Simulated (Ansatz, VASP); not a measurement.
## Two plane-wave programs on Si2Mo

```
Si Mo
1.0
    -1.59504    1.59504    3.91069
     1.59504   -1.59504    3.91069
     1.59504    1.59504   -3.91069
Si Mo
2 1
Cartesian
  -0.1750 0.0000 2.6206
  0.1750 0.0000 5.2008
  0.0000 0.0000 0.0000
```

Change from the starting cell: mode 7 (333.0 1/cm) frozen in, largest displacement +0.175 Å.

Alike in both runs: task single point; functional PBEsol; k mesh 20 × 20 × 20; occupations gaussian, width 0.15 eV; no spin polarisation.

```csv
,VASP,Ansatz
version,VASP 6.6.1,Ansatz 0.2.0
potentials or method,"VASP PAW PBE potentials, release 64 (Si, Mo_sv), cutoff 520 eV","scalar-relativistic, plane waves, PAW"
valence electrons in the cell,22,22
```

|  | VASP | Ansatz | Ansatz less VASP |
| --- | --- | --- | --- |
| gap on the k mesh at the Fermi level (eV) | none | none | - |
| pressure (GPa) | 4.5 | 4.1 | -0.39 |
| traceless stress, the component that is largest in VASP (GPa) | 2.71 | 2.69 | -0.014 |
| rms of the force components (eV/Å) | 0.962 | 0.958 | -0.0043 |

VASP's potentials were made for PBE, not for PBEsol. Atom by atom the forces differ by 0.005 eV/Å (rms over components). A gap of «none» marks a metal or a gap that the smearing closes.
